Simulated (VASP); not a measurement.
Runs of VASP 6.6.1 on PtSe. The structure is that of space group P-6m2 (No. 187), or close to it. The cells are those of the table. 

```csv
task,level,potentials or basis,spin,U,cell,k mesh,cutoff (eV),smearing,grid for exact exchange (PRECFOCK),gap on the mesh (eV),pressure (GPa)
relaxation of cell and atoms,LDA,"VASP PAW LDA potentials, release 64 (Pt, Se)",off,-,"relaxed from a = 3.702, b = 3.702, c = 3.613 Å, angles 90.0, 90.0, 120.0°, 2 atoms",8 × 8 × 7,600,fermi-dirac 0.05 eV,-,none,0.0
single point,PBE,"VASP PAW PBE potentials, release 64 (Pt, Se)",off,-,"a = 3.677, b = 3.677, c = 3.589 Å, angles 90.0, 90.0, 120.0°, 2 atoms",8 × 8 × 7,520,fermi-dirac 0.05 eV,-,none,-10.2
single point,r2SCANh,"VASP PAW PBE potentials, release 64 (Pt, Se)",off,-,"a = 3.702, b = 3.702, c = 3.613 Å, angles 90.0, 90.0, 120.0°, 2 atoms",4 × 4 × 4,520,fermi-dirac 0.05 eV,Normal,none,(a)
single point,BLYP,"VASP PAW PBE potentials, release 64 (Pt, Se)",off,-,"a = 3.811, b = 3.811, c = 3.291 Å, angles 90.0, 90.0, 120.0°, 2 atoms",8 × 8 × 7,520,fermi-dirac 0.05 eV,-,none,0.4
single point,LDA+U,"VASP PAW LDA potentials, release 64 (Pt, Se)","collinear, ferromagnetic start",Pt d U = 6.0 eV,"a = 3.702, b = 3.702, c = 3.613 Å, angles 90.0, 90.0, 120.0°, 2 atoms",6 × 6 × 5,520,gaussian 0.05 eV,-,none,-21.4
```

Problem. Fill in the values left out.

Solution. (a) -15.1.

Caveats: some runs use coarse meshes; spin-orbit coupling is left out, which moves the levels of the heavy elements; the PAW data sets were made with another functional, which shifts forces and pressure a little (some runs).

A k mesh can miss the band edges, and the runs leave out spin-orbit coupling on Pt, Se.

A gap of «none» marks levels without a gap at the run's occupations.
